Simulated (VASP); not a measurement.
# HfO2 (Fm-3m) in VASP: further runs, part 2 of 2

VASP 6.6.1.

## Step 3: Single point, PBEsol+D3(BJ)+U

This run uses another cell than the first one, of 10.71 Å³/atom, 1.021 times its volume.

INCAR reads:

```
SYSTEM = HfO2
PREC = Accurate
ENCUT = 520
EDIFF = 1E-6
ISMEAR = -5
SIGMA = 0.05
LREAL = .FALSE.
LASPH = .TRUE.
NELM = 150
ALGO = Normal
ISIF = 2
LWAVE = .FALSE.
LCHARG = .FALSE.
LMAXMIX = 4
LDAU = .TRUE.
LDAUTYPE = 2
LDAUL = 2 -1
LDAUU = 6.5 0
LDAUJ = 0 0
LDAUPRINT = 1
GGA = PS
IVDW = 12
NBANDS = 18
```

KPOINTS reads:

```
regular mesh
0
G
  9 9 9
  0 0 0
```

POSCAR reads:

```
HfO2
1.0
    0.0000000000      2.5229349520      2.5229349520
    2.5229349520      0.0000000000      2.5229349520
    2.5229349520      2.5229349520      0.0000000000
Hf O
1 2
Direct
    0.0000000000      0.0000000000      0.0000000000
    0.7500000000      0.7500000000      0.7500000000
    0.2500000000      0.2500000000      0.2500000000
```

Potentials or basis: VASP PAW PBE potentials, release 64 (Hf_pv, O).

On the command line:

```sh
cat potpaw_PBE.64/Hf_pv/POTCAR potpaw_PBE.64/O/POTCAR > POTCAR
mpirun -np 1 vasp_std > vasp.out
```

OUTCAR:

```text
SYSTEM = HfO2
   PREC = Accurate
   ENCUT = 520
   EDIFF = 1E-6
   ISMEAR = -5
   LREAL = .FALSE.
   LASPH = .TRUE.
   NELM = 150
   ISIF = 2
   GGA = PS
   IVDW = 12
 IVDW          = 12

 ion  position               nearest neighbor table
   1  0.000  0.000  0.000-   2 2.18   2 2.18   2 2.18   2 2.18   3 2.18   3 2.18   3 2.18   3 2.18

   2  0.750  0.750  0.750-   1 2.18   1 2.18   1 2.18   1 2.18
   3  0.250  0.250  0.250-   1 2.18   1 2.18   1 2.18   1 2.18

  LATTYP: Found a face centered cubic cell.
 ALAT       =     5.0458699040

  Lattice vectors:

 A1 = (   0.0000000000,   2.5229349520,   2.5229349520)
 A2 = (   2.5229349520,   0.0000000000,   2.5229349520)
 A3 = (   2.5229349520,   2.5229349520,   0.0000000000)

Analysis of symmetry for initial positions (statically):
=====================================================================
 Subroutine PRICEL returns:
 Original cell was already a primitive cell.

 Routine SETGRP: Setting up the symmetry group for a
 face centered cubic supercell.

 Subroutine GETGRP returns: Found 48 space group operations
[... 9 lines left out ...]

 Routine SETGRP: Setting up the symmetry group for a
 face centered cubic supercell.

 Subroutine GETGRP returns: Found 48 space group operations
[... 193 lines left out ...]

 val. band max:        4.6433930885   @ k =  -0.4444   0.4444   0.0000
 cond. band min:       9.2396176352   @ k =   0.4444   0.4444   0.0000
 fundamental gap:      4.5962245467
 Fermi energy:         4.6576580368

 k-point     1 :       0.0000    0.0000    0.0000
  band No.  band energies     occupation
      1     -25.9097      2.00000
      2     -25.9097      2.00000
      3     -25.9097      2.00000
      4     -14.1820      2.00000
      5     -10.9097      2.00000
      6      -0.4436      2.00000
[... 481 lines left out ...]
      5     -11.9732      2.00000
      6      -1.7908      2.00000
[... 10 lines left out ...]
     17      16.4774      0.00000
     18      17.0533      0.00000

 [... further k-points ...]

------------------------ aborting loop because EDIFF is reached ----------------------------------------

 Edisp (eV)   -0.69057

 E8    (eV) :    -0.4649

  FORCE on cell =-STRESS in cart. coord.  units (eV):
  Direction    XX          YY          ZZ          XY          YZ          ZX
  --------------------------------------------------------------------------------------
  -------------------------------------------------------------------------------------
  Total       2.45625     2.45625     2.45625     0.00000    -0.00000    -0.00000
  in kB     122.52781   122.52781   122.52781     0.00000    -0.00000    -0.00000
  external pressure =      122.53 kB  Pullay stress =        0.00 kB

 VOLUME and BASIS-vectors are now :
 -----------------------------------------------------------------------------
  energy-cutoff  :      520.00
  volume of cell :       32.12
      direct lattice vectors                 reciprocal lattice vectors
     0.000000000  2.522934952  2.522934952    -0.198181883  0.198181883  0.198181883
     2.522934952  0.000000000  2.522934952     0.198181883 -0.198181883  0.198181883
     2.522934952  2.522934952  0.000000000     0.198181883  0.198181883 -0.198181883

 POSITION                                       TOTAL-FORCE (eV/Angst)
 -----------------------------------------------------------------------------------
      0.00000      0.00000      0.00000         0.000000      0.000000      0.000000
      3.78440      3.78440      3.78440        -0.000000     -0.000000     -0.000000
      1.26147      1.26147      1.26147         0.000000      0.000000      0.000000
 -----------------------------------------------------------------------------------
    total drift:                                0.000000      0.000000      0.000000

  FREE ENERGIE OF THE ION-ELECTRON SYSTEM (eV)
  ---------------------------------------------------
  free  energy   TOTEN  =       -28.7030866636 eV

  energy  without entropy=      -28.7030866636  energy(sigma->0) =      -28.70308666
```

stdout:

```text
POSCAR found type information on POSCAR HfO
 POSCAR found :  2 types and       3 ions
 scaLAPACK will be used
 -----------------------------------------------------------------------------
|                                                                             |
|                                                                             |
|     You enforced a specific xc type in the INCAR file but a different       |
|     I HOPE YOU KNOW WHAT YOU ARE DOING!                                     |
|                                                                             |
 -----------------------------------------------------------------------------

 LDA part: xc-table for (Slater+PW92), standard interpolation
 POSCAR, INCAR and KPOINTS ok, starting setup
 FFT: planning ... GRIDC
 FFT: planning ... GRID_SOFT
 FFT: planning ... GRID
 WAVECAR not read
 entering main loop
```

Wall time 21 s (1 thread of Intel Xeon 6975P-C, shared host); peak memory 0.18 GiB.

Results:

- Free energy: -28.7031 eV
- Pressure: 12.3 GPa
- Band gap on the k mesh: 4.60 eV, indirect (least direct gap 4.73 eV)
- Dispersion energy per atom: -0.230 eV

Levels at points of the mesh, in eV from the valence-band top:
| k point | band 8 | band 9 | band 10 | band 11 | band 12 | band 13 | band 14 | band 15 |
| --- | --- | --- | --- | --- | --- | --- | --- | --- |
| (0.00, 0.00, 0.00) | -5.09 | -0.60 | -0.60 | -0.60 | 5.42 | 5.42 | 5.49 | 11.51 |

Eigenvalues of the final occupation matrices:
```tsv
site	spin	trace	eigenvalues
site 1 d	1	0.61	0.05 0.05 0.17 0.17 0.17
site 1 d	2	0.61	0.05 0.05 0.17 0.17 0.17
```

Caveat: the PAW data sets were made with another functional, which shifts forces and pressure a little; spin-orbit coupling is left out, which moves the levels of the heavy elements. A k mesh can miss the band edges.

## Step 4: Single point, PBEsol+D3(BJ)+U

This run uses another cell than the first one, of 10.93 Å³/atom, 1.043 times its volume.

INCAR reads:

```
SYSTEM = HfO2
ALGO = Normal ; EDIFF = 1E-7
ENCUT = 520 ; GGA = PS
ISIF = 2 ; ISMEAR = -5
IVDW = 12 ; LASPH = .TRUE.
LCHARG = .FALSE. ; LDAU = .TRUE.
LDAUJ = 0 0 ; LDAUL = 2 -1
LDAUPRINT = 1 ; LDAUTYPE = 2
LDAUU = 6.5 0 ; LMAXMIX = 4
LREAL = .FALSE. ; LWAVE = .FALSE.
NBANDS = 18 ; NELM = 150
PREC = Accurate ; SIGMA = 0.05
```

KPOINTS reads:

```
k-points
0
G
  9 9 9
  0 0 0
```

POSCAR reads:

```
HfO2
1.0
    0.0000000000      2.5403350533      2.5403350533
    2.5403350533      0.0000000000      2.5403350533
    2.5403350533      2.5403350533      0.0000000000
Hf O
1 2
Direct
    0.0000000000      0.0000000000      0.0000000000
    0.7500000000      0.7500000000      0.7500000000
    0.2500000000      0.2500000000      0.2500000000
```

On the command line:

```sh
cat potpaw_PBE.64/Hf_pv/POTCAR potpaw_PBE.64/O/POTCAR > POTCAR
mpirun -np 1 vasp_std > vasp.out
```

It took 19 s on 1 thread of Intel Xeon 6975P-C, shared host; peak memory 0.18 GiB.

Results (log left out):

```yaml
Free_energy: -28.7429 eV
Pressure: 6.3 GPa
Band_gap_on_the_k_mesh: 4.54 eV, indirect (least direct gap 4.67 eV)
Dispersion_energy_per_atom: -0.225 eV
```

Levels at points of the mesh, in eV from the valence-band top:
| k point | band 9 | band 10 | band 11 | band 12 | band 13 | band 14 |
| --- | --- | --- | --- | --- | --- | --- |
| (0.00, 0.00, 0.00) | -0.60 | -0.60 | -0.60 | 5.32 | 5.36 | 5.36 |

Eigenvalues of the final occupation matrices:
```
    site  spin  trace               eigenvalues
site 1 d     1   0.59  0.05 0.05 0.16 0.16 0.16
site 1 d     2   0.59  0.05 0.05 0.16 0.16 0.16
```

Caveat: the PAW data sets were made with another functional, which shifts forces and pressure a little; spin-orbit coupling is left out, which moves the levels of the heavy elements. A k mesh can miss the band edges.

## Step 5: Single point, PBEsol+D3(BJ)+U

This run uses another cell than the first one, of 11.15 Å³/atom, 1.064 times its volume.

INCAR reads:

```
SYSTEM = HfO2
PREC     = Accurate       ! precision mode
ENCUT    = 520            ! plane-wave cutoff, eV
EDIFF    = 1E-6           ! SCF threshold, eV
ISMEAR   = -5             ! smearing method
SIGMA    = 0.05           ! smearing width, eV
LREAL    = .False.        ! projectors in reciprocal space
LASPH    = .True.         ! aspherical terms in the spheres
NELM     = 150            ! most SCF steps
ALGO     = Normal         ! electronic algorithm
ISIF     = 2              ! what is computed and relaxed
LWAVE    = .False.        ! write WAVECAR
LCHARG   = .True.         ! write CHGCAR
LMAXMIX  = 4              ! l up to which the mixer works
LDAU     = .True.         ! DFT+U
LDAUTYPE = 2            
LDAUL    = 2 -1           ! shell
LDAUU    = 6.5 0          ! U, eV
LDAUJ    = 0 0          
LDAUPRINT= 1            
GGA      = PS             ! functional
IVDW     = 12             ! dispersion correction
LELF     = .True.         ! ELF
LVHAR    = .True.       
NBANDS   = 18             ! bands
```

KPOINTS reads:

```
Automatic mesh
0
Gamma
  9 9 9
  0 0 0
```

POSCAR reads:

```
HfO2
1.0
    0.0000000000      2.5575000000      2.5575000000
    2.5575000000      0.0000000000      2.5575000000
    2.5575000000      2.5575000000      0.0000000000
Hf O
1 2
Direct
    0.0000000000      0.0000000000      0.0000000000
    0.7500000000      0.7500000000      0.7500000000
    0.2500000000      0.2500000000      0.2500000000
```

On the command line:

```sh
cat potpaw_PBE.64/Hf_pv/POTCAR potpaw_PBE.64/O/POTCAR > POTCAR
mpirun -np 1 vasp_std > vasp.out
```

Wall time 22 s (1 thread of Intel Xeon 6975P-C, shared host); peak memory 0.18 GiB.

Results (log left out):

| Item | Value |
| --- | --- |
| Free energy | -28.7591 eV |
| Pressure | 1.0 GPa |
| Band gap on the k mesh | 4.49 eV, indirect (least direct gap 4.62 eV) |
| Dispersion energy per atom | -0.221 eV |

Levels at points of the mesh, in eV from the valence-band top:
```csv
k point,band 8,band 9,band 10,band 11,band 12,band 13,band 14,band 15
"(0.00, 0.00, 0.00)",-4.85,-0.59,-0.59,-0.59,5.16,5.30,5.30,11.02
```

Eigenvalues of the final occupation matrices:
```tsv
site	spin	trace	eigenvalues
site 1 d	1	0.57	0.05 0.05 0.16 0.16 0.16
site 1 d	2	0.57	0.05 0.05 0.16 0.16 0.16
```

Caveat: the PAW data sets were made with another functional, which shifts forces and pressure a little; spin-orbit coupling is left out, which moves the levels of the heavy elements.

## Step 6: Overview

```csv
cell,gap on the mesh (eV),pressure (GPa)
"a = 3.543 Å, angles 60.0°, 3 atoms",4.65,18.8
"a = 3.568 Å, angles 60.0°, 3 atoms",4.60,12.3
"a = 3.593 Å, angles 60.0°, 3 atoms",4.54,6.3
"a = 3.617 Å, angles 60.0°, 3 atoms",4.49,1.0
```

Alike in all rows: task single point; level PBEsol+D3(BJ)+U; potentials or basis VASP PAW PBE potentials, release 64 (Hf_pv, O); no spin polarisation; Hf d U = 6.5 eV; k mesh 9 × 9 × 9; cutoff (eV) 520; smearing tetrahedron.

Caveats: the PAW data sets were made with another functional, which shifts forces and pressure a little; spin-orbit coupling is left out, which moves the levels of the heavy elements.

Total energies depend on the potentials used, so only differences within one code and one set of settings carry meaning.
